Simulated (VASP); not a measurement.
Write the native input for VASP 6.6.1 that does the following.

```
Task                   : single point
Functional             : PBEsol
Potentials or basis    : VASP PAW PBE potentials, release 64 (Si, C)
Cutoff                 : 520 eV
k mesh                 : 18 × 18 × 18
Occupations            : gaussian, width 0.05 eV
Spin                   : no spin polarisation
Dipole correction      : no
Further INCAR settings : ALGO = Normal; EDIFF = 1e-06; NBANDS = 11
```

The structure of SiC (Moissanite 3C) lies in POSCAR:

```
SiC
1.0
    0.0000000000      2.0554101342      2.0554101342
    2.0554101342      0.0000000000      2.0554101342
    2.0554101342      2.0554101342      0.0000000000
Si C
1 1
Direct
    0.0000000000      0.0000000000      0.0000000000
    0.2500000000      0.2500000000      0.2500000000
```

This cell differs from its parent crystal: volume scaled by 0.840.

One way to write it, as run:

INCAR

```
SYSTEM = SiC
PREC = Accurate ; ENCUT = 520
EDIFF = 1E-6 ; ISMEAR = 0
SIGMA = 0.05 ; LREAL = .False.
LASPH = .True. ; NELM = 60
ALGO = Normal ; ISIF = 2
LWAVE = .False. ; LCHARG = .True.
GGA = PS ; LELF = .True.
LVHAR = .True. ; NBANDS = 11
```

KPOINTS

```
regular mesh
0
Gamma
  18 18 18
  0 0 0
```

Potentials or basis: VASP PAW PBE potentials, release 64 (Si, C).

Run with:

```sh
$ cat potpaw_PBE.64/Si/POTCAR potpaw_PBE.64/C/POTCAR > POTCAR
$ mpirun -np 1 vasp_std > vasp.out
```

Results of the run:

```
Pressure               : 54.4 GPa
Band gap on the k mesh : 1.06 eV, indirect (least direct gap 4.60 eV)
```

Caveat: the PAW data sets were made with another functional, which shifts forces and pressure a little.

Wall time 66 s on 1 thread of AMD EPYC 9R45, with other jobs on the host, peak memory 0.13 GiB.
